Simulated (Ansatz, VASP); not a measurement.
Ca in VASP and in Ansatz

```
Ca
1.0
     0.00000    2.71037    2.71037
     2.71037    0.00000    2.71037
     2.71037    2.71037    0.00000
Ca
1
Direct
  0.00000 0.00000 0.00000
```

Change from the starting cell: strain -0.030 along x and y, -0.030 along z, atoms carried along.

Alike in both runs: task single point; functional PBEsol; k mesh 14 × 14 × 14; occupations gaussian, width 0.15 eV; no spin polarisation.

```csv
,VASP,Ansatz
version,VASP 6.6.1,Ansatz 0.2.0
potentials or method,"VASP PAW PBE potentials, release 64 (Ca_sv), cutoff 520 eV","scalar-relativistic, plane waves, PAW"
valence electrons in the cell,10,10
```

|  | VASP | Ansatz | Ansatz less VASP |
| --- | --- | --- | --- |
| gap on the k mesh at the Fermi level (eV) | none | none | - |
| pressure (GPa) | 0.4 | 0.4 | -0.03 |

VASP's potentials were made for PBE, not for PBEsol. A gap of «none» marks a metal or a gap that the smearing closes. With one functional, cell and mesh, what is left measures potentials, basis and numerics.
